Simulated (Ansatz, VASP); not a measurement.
One calculation of AgI, two programs

```xyz
2
Lattice="0.0000 2.5606 2.5606 2.5606 0.0000 2.5606 2.5606 2.5606 0.0000" Properties=species:S:1:pos:R:3 pbc="T T T"
Ag    0.0000    0.0000    0.0000
I     1.2803    1.2803    1.2803
```

Change from the starting cell: volume scaled by 0.5, LAPW.

Alike in both runs: task single point; functional PBEsol; k mesh 12 × 12 × 12; occupations fermi-dirac, width 0.05 eV; no spin polarisation.

|  | VASP | Ansatz |
| --- | --- | --- |
| version | VASP 6.6.1 | Ansatz 0.2.0 |
| potentials or method | VASP PAW PBE potentials, release 64 (Ag, I), cutoff 500 eV | all-electron LAPW, scalar-relativistic |

Ansatz gave:

| Property | Result |
| --- | --- |
| pressure (GPa) | 148.0 |

**Question.** Which values does VASP return?

**Answer.** Pressure (GPa): 146.8.

VASP's potentials were made for PBE, not for PBEsol. Both programs put the cell under a high pressure, so it lies far from rest at this level. Ansatz ran all-electron here, and VASP with PAW potentials.

Spin-orbit coupling is off throughout. Noted on VASP's run: the cell as given lies far from equilibrium.
